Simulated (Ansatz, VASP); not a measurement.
# One calculation of PbO, two programs

The input INCAR:

```
PREC = Accurate
ENCUT = 520
EDIFF = 1E-6
ISMEAR = -1
SIGMA = 0.05
LREAL = F
LASPH = T
NELM = 80
ALGO = Normal
ISIF = 2
LWAVE = F
LCHARG = T
GGA = PS
LELF = T
LVHAR = T
NBANDS = 50
```

Contents of KPOINTS:

```
Automatic mesh
0
Gamma
  5 5 6
```

File POSCAR:

```
PbO
1.0
    5.8365625701      0.0000000000      0.0000000000
    0.0000000000      5.4392472148      0.0000000000
    0.0000000000      0.0000000000      4.7111668261
Pb O
4 4
Direct
    0.7690000000      0.5140000000      0.2500000000
    0.2310000000      0.4860000000      0.7500000000
    0.7690000000      0.9860000000      0.7500000000
    0.2310000000      0.0140000000      0.2500000000
    0.1320000000      0.5820000000      0.2500000000
    0.8680000000      0.4180000000      0.7500000000
    0.1320000000      0.9180000000      0.7500000000
    0.8680000000      0.0820000000      0.2500000000
```

The input input.yaml:

```yaml
crystal:
  lattice:
    - [5.8365625701, 0.0, 0.0]
    - [0.0, 5.4392472148, 0.0]
    - [0.0, 0.0, 4.7111668261]
  atoms:
    - { symbol: Pb, position: [0.769, 0.514, 0.25] }
    - { symbol: Pb, position: [0.231, 0.486, 0.75] }
    - { symbol: Pb, position: [0.769, 0.986, 0.75] }
    - { symbol: Pb, position: [0.231, 0.014, 0.25] }
    - { symbol: O, position: [0.132, 0.582, 0.25] }
    - { symbol: O, position: [0.868, 0.418, 0.75] }
    - { symbol: O, position: [0.132, 0.918, 0.75] }
    - { symbol: O, position: [0.868, 0.082, 0.25] }
hamiltonian:
  xc: pbesol
  pseudopotentials: { kind: paw }
kpoints:
  mp_grid: { grid: [5, 5, 6] }
scf:
  occupations: { method: fermi_dirac, width: 0.05 }
output:
  forces: true
  stress: true
  eigenvalues: true
```

Alike in both runs: task single point; functional PBEsol; k mesh 5 × 5 × 6; occupations fermi-dirac, width 0.05 eV; no spin polarisation.

|  | VASP | Ansatz |
| --- | --- | --- |
| version | VASP 6.6.1 | Ansatz 0.2.0 |
| potentials or method | VASP PAW PBE potentials, release 64 (Pb_d, O) | Ansatz PAW |
| plane-wave cutoff (eV) | 520 | 420 |
| valence electrons in the cell | 80 | 80 |

```csv
,VASP,Ansatz,Ansatz less VASP
gap on the k mesh at the Fermi level (eV),1.91,1.91,+0.004
least direct gap on the mesh (eV),2.10,2.10,+0.002
pressure (GPa),0.0,-0.1,-0.06
"traceless stress, the component that is largest in VASP (GPa)",5.01,4.84,-0.167
rms of the force components (eV/Å),0.531,0.520,-0.0102
```

VASP's potentials were made for PBE, not for PBEsol. Atom by atom the forces differ by 0.023 eV/Å (rms over components).

Spin-orbit coupling is off throughout. Noted on Ansatz's run: odd divisions of the mesh miss points on the zone boundary, where band edges often lie, so the gap on the mesh can be too wide.
